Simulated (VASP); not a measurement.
Lu: single point with PBEsol

Lu:

```
CELL_PARAMETERS angstrom
-1.91034 1.91034 1.91034
1.91034 -1.91034 1.91034
1.91034 1.91034 -1.91034
ATOMIC_POSITIONS crystal
Lu 0.00000 0.00000 0.00000
```

This isn't the form of Lu at room conditions, which is hcp.

```
Program                : VASP 6.6.1
Task                   : single point
Functional             : PBEsol
Potentials or basis    : VASP PAW PBE potentials, release 64 (Lu)
Cutoff                 : 520 eV
k mesh                 : 16 × 16 × 16
Occupations            : fermi-dirac, width 0.05 eV
Spin                   : no spin polarisation
Dipole correction      : no
Further INCAR settings : ALGO = Normal; EDIFF = 1e-07; NBANDS = 18
```

The pressure is 0.1 GPa and the band gap on the k mesh is zero (an odd number of electrons rules out a gap without spin polarisation).

Levels at points of the mesh, in eV from the Fermi level:
```
           k point  band 10  band 11  band 12  band 13  band 14  band 15
(0.00, 0.00, 0.00)    -4.96    -4.96    -4.94     2.13     2.13     2.13
(0.50, 0.00, 0.00)    -4.97    -4.95    -2.65     0.30     0.63     4.27
(0.50, 0.50, 0.50)    -4.96    -4.96    -1.66    -1.66     6.01     6.01
```

Wall time 48 s on 1 thread of Intel(R) Xeon(R) Platinum 8488C (Sapphire Rapids) (shared host), peak memory 0.22 GiB.

Caveat: the PAW data sets were made with another functional, which shifts forces and pressure a little; spin-orbit coupling is left out, which moves the levels of the heavy elements.
